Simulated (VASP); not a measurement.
# Sr3NbO6 (Fm-3m) in VASP: single point with PBE

Aim: the single point of Sr3NbO6 with PBE.

Program: VASP 6.6.1. These are calculated values, not measurements. Logs are shortened: lines on timing, memory, paths and dates and some standing lists are left out, and cuts for length are marked.

### 1 The cell of the first run

Symmetry: Fm-3m, No. 225, cubic system. The conventional cell has a = 8.723 Å, b = 8.723 Å, c = 8.723 Å, α = 90.00°, β = 90.00°, γ = 90.00°. Within 4.1 Å of Sr (site symmetry -43m) lie 12 O at 3.09 Å and 4 Sr at 3.78 Å and 4 Nb at 3.78 Å. Sr (site symmetry m-3m) has 6 O at 2.36 Å within 3.1 Å. Within 2.6 Å of Nb (site symmetry m-3m) lie 6 O at 2.00 Å. O (site symmetry 4mm) has 1 Nb at 2.00 Å and 1 Sr at 2.36 Å within 2.6 Å.

### 2 Single point, PBE

INCAR reads:

```
SYSTEM = Sr3NbO6
ALGO = Normal
EDIFF = 1E-6
ENCUT = 520
GGA = PE
ISIF = 2
ISMEAR = 1
LASPH = .True.
LCHARG = .False.
LREAL = .False.
LWAVE = .False.
NBANDS = 50
NELM = 100
PREC = Accurate
SIGMA = 0.1
```

KPOINTS reads:

```
k-points
0
Gamma
  4 4 4
  0 0 0
```

POSCAR reads:

```
Sr3NbO6
1.0
    0.0000000000      4.3613110000      4.3613110000
    4.3613110000      0.0000000000      4.3613110000
    4.3613110000      4.3613110000      0.0000000000
Sr Nb O
3 1 6
Direct
    0.2500000000      0.2500000000      0.2500000000
    0.7500000000      0.7500000000      0.7500000000
    0.5000000000      0.5000000000      0.5000000000
    0.0000000000      0.0000000000      0.0000000000
    0.7707170000      0.2292830000      0.2292830000
    0.2292830000      0.7707170000      0.7707170000
    0.2292830000      0.7707170000      0.2292830000
    0.7707170000      0.2292830000      0.7707170000
    0.2292830000      0.2292830000      0.7707170000
    0.7707170000      0.7707170000      0.2292830000
```

Potentials or basis: VASP PAW PBE potentials, release 64 (Sr_sv, Nb_sv, O).

Run with:

```sh
> cat potpaw_PBE.64/Sr_sv/POTCAR potpaw_PBE.64/Nb_sv/POTCAR potpaw_PBE.64/O/POTCAR > POTCAR
> mpirun -np 1 vasp_std > vasp.out
```

OUTCAR:

```text
SYSTEM = Sr3NbO6
   EDIFF = 1E-6
   ENCUT = 520
   GGA = PE
   ISIF = 2
   ISMEAR = 1
   LASPH = .True.
   LREAL = .False.
   NELM = 100
   PREC = Accurate

 ion  position               nearest neighbor table
   1  0.250  0.250  0.250-   5 3.09   8 3.09  10 3.09   6 3.09   7 3.09  10 3.09   6 3.09   8 3.09
                             9 3.09   5 3.09   7 3.09   9 3.09   4 3.78   4 3.78   4 3.78   3 3.78
   2  0.750  0.750  0.750-   6 3.09   8 3.09  10 3.09   5 3.09   7 3.09  10 3.09   5 3.09   8 3.09
                             9 3.09   6 3.09   7 3.09   9 3.09   3 3.78   3 3.78   4 3.78   3 3.78
   3  0.500  0.500  0.500-   5 2.36   6 2.36   7 2.36   8 2.36   9 2.36  10 2.36   1 3.78   1 3.78
                             1 3.78   2 3.78   2 3.78   2 3.78   2 3.78   1 3.78
   4  0.000  0.000  0.000-   5 2.00   6 2.00   7 2.00   8 2.00   9 2.00  10 2.00   2 3.78   2 3.78
                             2 3.78   1 3.78   1 3.78   1 3.78   2 3.78   1 3.78
   5  0.771  0.229  0.229-   4 2.00   3 2.36   1 3.09   2 3.09   2 3.09   1 3.09
   6  0.229  0.771  0.771-   4 2.00   3 2.36   2 3.09   2 3.09   1 3.09   1 3.09
   7  0.229  0.771  0.229-   4 2.00   3 2.36   1 3.09   2 3.09   2 3.09   1 3.09
   8  0.771  0.229  0.771-   4 2.00   3 2.36   2 3.09   2 3.09   1 3.09   1 3.09
   9  0.229  0.229  0.771-   4 2.00   3 2.36   1 3.09   2 3.09   2 3.09   1 3.09
  10  0.771  0.771  0.229-   4 2.00   3 2.36   2 3.09   2 3.09   1 3.09   1 3.09

  LATTYP: Found a face centered cubic cell.
 ALAT       =     8.7226220000

  Lattice vectors:

 A1 = (   0.0000000000,   4.3613110000,   4.3613110000)
 A2 = (   4.3613110000,   0.0000000000,   4.3613110000)
 A3 = (   4.3613110000,   4.3613110000,   0.0000000000)

Analysis of symmetry for initial positions (statically):
=====================================================================
 Subroutine PRICEL returns:
 Original cell was already a primitive cell.

 Routine SETGRP: Setting up the symmetry group for a
 face centered cubic supercell.

 Subroutine GETGRP returns: Found 48 space group operations
 (whereof 48 operations were pure point group operations)
 out of a pool of 48 trial point group operations.

The static configuration has the point symmetry O_h .

Analysis of symmetry for dynamics (positions and initial velocities):
=====================================================================
 Subroutine PRICEL returns:
 Original cell was already a primitive cell.

 Routine SETGRP: Setting up the symmetry group for a
 face centered cubic supercell.

 Subroutine GETGRP returns: Found 48 space group operations
 (whereof 48 operations were pure point group operations)
 out of a pool of 48 trial point group operations.

The dynamic configuration has the point symmetry O_h .

 Subroutine INISYM returns: Found 48 space group operations
[... 112 lines left out ...]
   EFERMI_NEDOS =   21; number of points for ismear=-14 and -15
   IALGO  =     38    algorithm
   IMIX   =      4    mixing-type and parameters
     AMIX     =   0.40;   BMIX     =  1.00
     AMIX_MAG =   1.60;   BMIX_MAG =  1.00
  volume/ion in A,a.u.               =      16.59       111.96
  Fermi-wavevector in a.u.,A,eV,Ry     =   1.278371  2.415770 22.235071  1.634232
  Thomas-Fermi vector in A             =   2.410917
   LORBIT       =      0    0 simple, 1 ext, 2 COOP (PROOUT), +10 PAW based schemes
   GGA     = PE    functional components
   LHFCALC =     F    Hartree Fock is set to
   AEXX    =    0.0000 exact exchange contribution
   IVDW    =     0    specifies the selected vdW correction
   LEPSILON=     F    determine dielectric tensor
   LRPA    =     F    only Hartree local field effects (RPA)
 non-spin polarized calculation
 Methfessel and Paxton  Order N= 1 SIGMA  =   0.10
  energy-cutoff  :      520.00
  volume of cell :      165.91
 maximum number of plane-waves:      4520
 NGX is ok and might be reduce to    48
   NGX = 23   NGY = 23   NGZ = 23

 number of electron      78.9999973 magnetization

 Free energy of the ion-electron system (eV)
  ---------------------------------------------------
  ext. energy  EPLUGINS =         0.00000000
  ---------------------------------------------------
  free energy    TOTEN  =       -70.22140905 eV

  energy without entropy =      -70.21501502  energy(sigma->0) =      -70.21927771

 E-fermi :   1.8309     XC(G=0):  -9.7430

 val. band max:        1.8188989702   @ k =   0.0000   0.0000   0.0000
 cond. band min:       1.8847051773   @ k =   0.2500   0.0000   0.0000
 fundamental gap:      0.0658062071
 Fermi energy:         1.8308586189

 k-point     1 :       0.0000    0.0000    0.0000
  band No.  band energies     occupation
      1     -52.3401      2.00000
      2     -32.3061      2.00000
      3     -32.2951      2.00000
      4     -29.0330      2.00000
      5     -28.4864      2.00000
      6     -28.4864      2.00000
[... 413 lines left out ...]
     49       8.3086      0.00000
     50       8.4552      0.00000

------------------------ aborting loop because EDIFF is reached ----------------------------------------

  FORCE on cell =-STRESS in cart. coord.  units (eV):
  Direction    XX          YY          ZZ          XY          YZ          ZX
  --------------------------------------------------------------------------------------
  -------------------------------------------------------------------------------------
  Total       -2.2305014     -2.2305014     -2.2305014     -0.0000000      0.0000000      0.0000000
  in kB      -21.5393164    -21.5393164    -21.5393164     -0.0000000      0.0000000      0.0000000
  external PRESSURE =     -21.5393164 kB  Pullay stress =       0.0000000 kB

 VOLUME and BASIS-vectors are now :
 -----------------------------------------------------------------------------
  energy-cutoff  :      520.00
  volume of cell :      165.91
      direct lattice vectors                 reciprocal lattice vectors
     0.000000000  4.361311000  4.361311000    -0.114644427  0.114644427  0.114644427
     4.361311000  0.000000000  4.361311000     0.114644427 -0.114644427  0.114644427
     4.361311000  4.361311000  0.000000000     0.114644427  0.114644427 -0.114644427

 POSITION                                       TOTAL-FORCE (eV/Angst)
 -----------------------------------------------------------------------------------
      2.18066      2.18066      2.18066        -0.000000     -0.000000      0.000000
      6.54197      6.54197      6.54197        -0.000000     -0.000000     -0.000000
      4.36131      4.36131      4.36131        -0.000000      0.000000      0.000000
      0.00000      0.00000      0.00000        -0.000000     -0.000000      0.000000
      1.99995      4.36131      4.36131        -0.476746      0.000000      0.000000
      6.72267      4.36131      4.36131         0.476746      0.000000      0.000000
      4.36131      1.99995      4.36131        -0.000000     -0.476746      0.000000
      4.36131      6.72267      4.36131        -0.000000      0.476746      0.000000
      4.36131      4.36131      1.99995        -0.000000      0.000000     -0.476746
      4.36131      4.36131      6.72267        -0.000000      0.000000      0.476746
 -----------------------------------------------------------------------------------
    total drift:                               -0.000000     -0.000000     -0.000000

  FREE ENERGIE OF THE ION-ELECTRON SYSTEM (eV)
  ---------------------------------------------------
  free  energy   TOTEN  =       -70.2214090470 eV

  energy  without entropy=      -70.2150150248  energy(sigma->0) =      -70.21927771
```

OSZICAR:

```text
N       E                     dE             d eps       ncg     rms          rms(c)
DAV:   1     0.631029640975E+03    0.63103E+03   -0.41926E+04   800   0.152E+03
DAV:   2    -0.275817884327E+02   -0.65861E+03   -0.63547E+03  1054   0.422E+02
DAV:   3    -0.809707630919E+02   -0.53389E+02   -0.52883E+02  1112   0.113E+02
DAV:   4    -0.840535342992E+02   -0.30828E+01   -0.30729E+01  1392   0.265E+01
DAV:   5    -0.841399158895E+02   -0.86382E-01   -0.86352E-01  1224   0.342E+00    0.369E+01
DAV:   6    -0.705553494813E+02    0.13585E+02   -0.74228E+01  1064   0.378E+01    0.278E+01
DAV:   7    -0.703352197028E+02    0.22013E+00   -0.66193E+00  1184   0.127E+01    0.153E+01
DAV:   8    -0.702118256910E+02    0.12339E+00   -0.87202E-01  1096   0.560E+00    0.196E+00
DAV:   9    -0.702156256148E+02   -0.37999E-02   -0.15576E-01  1280   0.194E+00    0.125E+00
DAV:  10    -0.702206971042E+02   -0.50715E-02   -0.21174E-02  1198   0.799E-01    0.248E-01
DAV:  11    -0.702211622655E+02   -0.46516E-03   -0.25364E-03  1144   0.304E-01    0.127E-01
DAV:  12    -0.702213609561E+02   -0.19869E-03   -0.52644E-04  1050   0.121E-01    0.584E-02
DAV:  13    -0.702214033969E+02   -0.42441E-04   -0.76308E-05  1088   0.484E-02    0.250E-02
DAV:  14    -0.702214094140E+02   -0.60171E-05   -0.13912E-05  1100   0.182E-02    0.837E-03
DAV:  15    -0.702214090470E+02    0.36698E-06   -0.16150E-06   704   0.721E-03
   1 F= -.70221409E+02 E0= -.70219278E+02  d E =-.639402E-02
```

It took 1.9 min on 1 thread of Intel Xeon 8259CL, shared host; peak memory 0.34 GiB.

Results:

```
Free energy            : -70.2214 eV
Pressure               : -2.2 GPa
Largest force          : 0.477 eV/Å
Band gap on the k mesh : zero (an odd number of electrons rules out a gap without spin polarisation)
```

Forces on the atoms (eV/Å):
```
Sr   0.000  0.000  0.000
Sr   0.000  0.000  0.000
Sr   0.000  0.000  0.000
Nb   0.000  0.000  0.000
O   -0.477  0.000  0.000
O    0.477  0.000  0.000
O    0.000 -0.477  0.000
O    0.000  0.477  0.000
O    0.000  0.000 -0.477
O    0.000  0.000  0.477
```

Caveat: an odd number of electrons without spin polarisation forces a metal; a magnetic or distorted state may lie lower.
